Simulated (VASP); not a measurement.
# C (P1) in VASP: single point with PBE

Aim: the single point of C with PBE.

Program: VASP 6.6.1. These are calculated values, not measurements. Logs are shortened: lines on timing, memory, paths and dates and some standing lists are left out, and cuts for length are marked.

### Step 1. The cell of the first run

The typed cell holds 16 atoms: a = 5.132 Å, b = 5.132 Å, c = 5.132 Å, α = 60.00°, β = 60.00°, γ = 60.00°.

### Step 2. Single point, PBE

The input, INCAR:

```
ALGO = Normal ; EDIFF = 1E-6
ENCUT = 520 ; GGA = PE
ISIF = 2 ; ISMEAR = -1
LASPH = True ; LCHARG = False
LREAL = Auto ; LWAVE = False
NBANDS = 46 ; NELM = 100
PREC = Accurate ; SIGMA = 0.3
```

The input, KPOINTS:

```
k-points
0
Gamma
  3 3 3
```

The input, POSCAR:

```
C
1.0
    0.0000000000      3.6285350000      3.6285350000
    3.6285350000      0.0000000000      3.6285350000
    3.6285350000      3.6285350000      0.0000000000
C
16
Direct
    0.0436815409     -0.0065591210     -0.0441224902
    0.1437219153      0.1597338871      0.1039537995
    0.0084331555     -0.0052362730      0.4895364107
    0.1157078545      0.1258496886      0.6478785515
   -0.0138347846      0.5259698473     -0.0247482800
    0.1024931550      0.6200574061      0.1143161083
   -0.0102658511      0.4856918839      0.5198103367
    0.1398360495      0.6026950271      0.6353528352
    0.4905147670      0.0218132111     -0.0089705625
    0.6308193252      0.1226528062      0.1256843327
    0.5017038557     -0.0178171080      0.5481413298
    0.6305299522      0.1294737408      0.6083171307
    0.4799733226      0.4707409464      0.0074685789
    0.6058643502      0.6458805000      0.1230799758
    0.5218359476      0.4928159712      0.4971979049
    0.6089647750      0.6262444761      0.6571384870
```

Potentials or basis: VASP PAW PBE potentials, release 64 (C).

Launch:

```console
> cat potpaw_PBE.64/C/POTCAR > POTCAR
> mpirun -np 1 vasp_std > vasp.out
```

OUTCAR:

```text
EDIFF = 1E-6
   ENCUT = 520
   GGA = PE
   ISIF = 2
   ISMEAR = -1
   LASPH = True
   LREAL = Auto
   NELM = 100
   PREC = Accurate

 ion  position               nearest neighbor table
   1  0.044  0.993  0.956-   4 1.30   6 1.59  10 1.74   2 1.75
   2  0.144  0.160  0.104-   9 1.46   5 1.55   3 1.63   1 1.75
   3  0.008  0.995  0.490-  12 1.58   2 1.63   8 1.64   4 1.67
   4  0.116  0.126  0.648-   1 1.30   7 1.51  11 1.62   3 1.67
   5  0.986  0.526  0.975-   8 1.44   6 1.47   2 1.55  14 1.60
   6  0.102  0.620  0.114-   5 1.47  13 1.59   1 1.59   7 1.70
[... 8 lines left out ...]
  15  0.522  0.493  0.497-  12 1.53  14 1.58   8 1.60  16 1.61
  16  0.609  0.626  0.657-  13 1.49  11 1.49   7 1.60  15 1.61

  LATTYP: Found a face centered cubic cell.
 ALAT       =     7.2570700000

  Lattice vectors:

 A1 = (   0.0000000000,   3.6285350000,   3.6285350000)
 A2 = (   3.6285350000,   0.0000000000,   3.6285350000)
 A3 = (   3.6285350000,   3.6285350000,   0.0000000000)

Analysis of symmetry for initial positions (statically):
=====================================================================
 Subroutine PRICEL returns:
 Original cell was already a primitive cell.

 Routine SETGRP: Setting up the symmetry group for a
 face centered cubic supercell.

 Subroutine GETGRP returns: Found  1 space group operations
 (whereof  1 operations were pure point group operations)
 out of a pool of 48 trial point group operations.

The static configuration has the point symmetry C_1 .

Analysis of symmetry for dynamics (positions and initial velocities):
=====================================================================
 Subroutine PRICEL returns:
 Original cell was already a primitive cell.

 Routine SETGRP: Setting up the symmetry group for a
 face centered cubic supercell.

 Subroutine GETGRP returns: Found  1 space group operations
 (whereof  1 operations were pure point group operations)
 out of a pool of 48 trial point group operations.

The dynamic configuration has the point symmetry C_1 .

 Subroutine INISYM returns: Found  1 space group operations
 (whereof  1 operations are pure point group operations),
 and found     1 'primitive' translations

----------------------------------------------------------------------------------------

                                     Primitive cell

  volume of cell :      95.5485

[... 110 lines left out ...]
   NFREE  =      0    steps in history (QN), initial steepest desc. (CG)
   ISIF   =      2    stress and relaxation
   ISYM   =      2    0-nonsym 1-usesym 2-fastsym
   POTIM  = 0.5000    time-step for ionic-motion
   TEBEG  =    0.0;   TEEND  =   0.0 temperature during run
   PSTRESS=    0.0 pullay stress
   NELECT =      64.0000    total number of electrons
   NUPDOWN=      -1.0000    fix difference up-down
   EMIN   =  10.00;   EMAX   =-10.00  energy-range for DOS
   EFERMI =   0.00;   METHOD = LEGACY
   ISMEAR =    -1;   SIGMA  =   0.30  broadening in eV -4-tet -1-fermi 0-gaus
   EFERMI_NEDOS =   21; number of points for ismear=-14 and -15
   IALGO  =     38    algorithm
   IMIX   =      4    mixing-type and parameters
     AMIX     =   0.40;   BMIX     =  1.00
     AMIX_MAG =   1.60;   BMIX_MAG =  1.00
  volume/ion in A,a.u.               =       5.97        40.30
  Fermi-wavevector in a.u.,A,eV,Ry     =   1.432386  2.706818 27.915490  2.051731
  Thomas-Fermi vector in A             =   2.552019
   LORBIT       =      0    0 simple, 1 ext, 2 COOP (PROOUT), +10 PAW based schemes
   GGA     = PE    functional components
   LHFCALC =     F    Hartree Fock is set to
   AEXX    =    0.0000 exact exchange contribution
   IVDW    =     0    specifies the selected vdW correction
   LEPSILON=     F    determine dielectric tensor
   LRPA    =     F    only Hartree local field effects (RPA)
 non-spin polarized calculation
  energy-cutoff  :      520.00
  volume of cell :       95.55
 maximum number of plane-waves:      2637
 NGX is ok and might be reduce to    40
   NGX = 19   NGY = 19   NGZ = 19

 number of electron      63.9999999 magnetization

 Free energy of the ion-electron system (eV)
  ---------------------------------------------------
  ext. energy  EPLUGINS =         0.00000000
  ---------------------------------------------------
  free energy    TOTEN  =      -139.72055590 eV

  energy without entropy =     -139.70668342  energy(sigma->0) =     -139.71361966

 E-fermi :  10.7318     XC(G=0): -12.9940

 val. band max:        9.6509164318   @ k =   0.0000   0.0000   0.0000
 cond. band min:      12.0407652941   @ k =   0.0000   0.0000   0.0000
 fundamental gap:      2.3898488623
 Fermi energy:        10.7318050002

 k-point     1 :       0.0000    0.0000    0.0000
  band No.  band energies     occupation
      1     -12.0497      2.00000
      2      -7.1875      2.00000
      3      -6.9547      2.00000
      4      -6.4811      2.00000
      5      -6.3134      2.00000
      6      -4.7123      2.00000
[... 647 lines left out ...]
     43      17.8976      0.00000
     44      18.1391      0.00000
 [bands above 44 left out]

------------------------ aborting loop because EDIFF is reached ----------------------------------------

  FORCE on cell =-STRESS in cart. coord.  units (eV):
  Direction    XX          YY          ZZ          XY          YZ          ZX
  --------------------------------------------------------------------------------------
  -------------------------------------------------------------------------------------
  Total       -3.4405193     -3.1860163     -2.7782891      4.2507929     -1.9955355     -1.5654750
  in kB      -57.6913414    -53.4237814    -46.5869274     71.2781764    -33.4615531    -26.2502092
  external PRESSURE =     -52.5673501 kB  Pullay stress =       0.0000000 kB

 VOLUME and BASIS-vectors are now :
 -----------------------------------------------------------------------------
  energy-cutoff  :      520.00
  volume of cell :       95.55
      direct lattice vectors                 reciprocal lattice vectors
     0.000000000  3.628535000  3.628535000    -0.137796659  0.137796659  0.137796659
     3.628535000  0.000000000  3.628535000     0.137796659 -0.137796659  0.137796659
     3.628535000  3.628535000  0.000000000     0.137796659  0.137796659 -0.137796659

 POSITION                                       TOTAL-FORCE (eV/Angst)
 -----------------------------------------------------------------------------------
      7.07317      3.62694      3.76323         9.741415      4.583955     -8.202361
      0.95680      0.89870      1.10110        -1.356779     -0.952605     -5.973973
      5.38584      1.80690      3.64014         0.568450      0.529861      0.943121
      2.80750      2.77070      0.87650        -7.179700     -5.058452      4.276307
      5.44723      7.11707      5.48683         1.008114      2.636678     -2.964061
      2.66470      0.78670      2.62180         1.888066      3.554366      3.093022
[... 8 lines left out ...]
      3.59230      3.69760      3.68170         1.477553     -3.013160     -0.811794
      4.65680      4.59410      4.48200        -4.357616      0.326174      0.169218
 -----------------------------------------------------------------------------------
    total drift:                               -0.003861     -0.003285     -0.009950

  FREE ENERGIE OF THE ION-ELECTRON SYSTEM (eV)
  ---------------------------------------------------
  free  energy   TOTEN  =      -139.7205558957 eV

  energy  without entropy=     -139.7066834248  energy(sigma->0) =     -139.71361966
```

OSZICAR:

```text
N       E                     dE             d eps       ncg     rms          rms(c)
DAV:   1     0.171221610038E+03    0.17122E+03   -0.33434E+04  1288   0.134E+03
DAV:   2    -0.131093178028E+03   -0.30231E+03   -0.28643E+03  1618   0.258E+02
DAV:   3    -0.144384750554E+03   -0.13292E+02   -0.13162E+02  1672   0.507E+01
DAV:   4    -0.144586657926E+03   -0.20191E+00   -0.20122E+00  1728   0.649E+00
DAV:   5    -0.144590985768E+03   -0.43278E-02   -0.43242E-02  1626   0.901E-01    0.154E+01
DAV:   6    -0.140839814809E+03    0.37512E+01   -0.31757E+00  1520   0.832E+00    0.911E+00
DAV:   7    -0.139705238639E+03    0.11346E+01   -0.29154E+00  1548   0.755E+00    0.257E+00
DAV:   8    -0.139717428376E+03   -0.12190E-01   -0.11128E-01  1672   0.153E+00    0.106E+00
DAV:   9    -0.139720330378E+03   -0.29020E-02   -0.12185E-02  1544   0.564E-01    0.146E-01
DAV:  10    -0.139720455793E+03   -0.12542E-03   -0.11888E-03  1632   0.172E-01    0.494E-02
DAV:  11    -0.139720534378E+03   -0.78585E-04   -0.16738E-04  1656   0.678E-02    0.235E-02
DAV:  12    -0.139720550831E+03   -0.16453E-04   -0.16986E-05  1592   0.222E-02    0.891E-03
DAV:  13    -0.139720555714E+03   -0.48832E-05   -0.56363E-06  1448   0.133E-02    0.224E-03
DAV:  14    -0.139720555896E+03   -0.18147E-06   -0.24677E-07   896   0.285E-03
   1 F= -.13972056E+03 E0= -.13971362E+03  d E =-.138725E-01
```

It took 3.7 min on 1 thread of AMD EPYC 7R13, shared host; peak memory 0.21 GiB.

Results:

```yaml
Free_energy: -139.7206 eV
Pressure: -5.3 GPa
Largest_force: 13.535 eV/Å
Band_gap_on_the_k_mesh: 2.39 eV
```

Forces on the atoms (eV/Å):
```
C    9.741  4.584 -8.202
C   -1.357 -0.953 -5.974
C    0.568  0.530  0.943
C   -7.180 -5.058  4.276
C    1.008  2.637 -2.964
C    1.888  3.554  3.093
C    0.547 -0.984  2.158
C   -0.932 -5.237  2.945
C   -1.150  3.231  0.941
C   -1.156  0.844 -1.049
C   -3.553 -6.369  1.081
C    1.786  3.985  1.313
C    4.232  1.466  3.090
C   -1.564  0.457 -1.010
C    1.478 -3.013 -0.812
C   -4.358  0.326  0.169
```

Stress tensor (GPa, compression positive):
```
-5.77  7.13 -2.63
 7.13 -5.34 -3.35
-2.63 -3.35 -4.66
```

Caveat: the k points lie up to 0.50 Å⁻¹ apart; an odd mesh through Γ misses points on the zone boundary, where band edges can lie; forces of over 1 eV/Å act on the atoms, so gaps and moduli don't describe the material at rest.
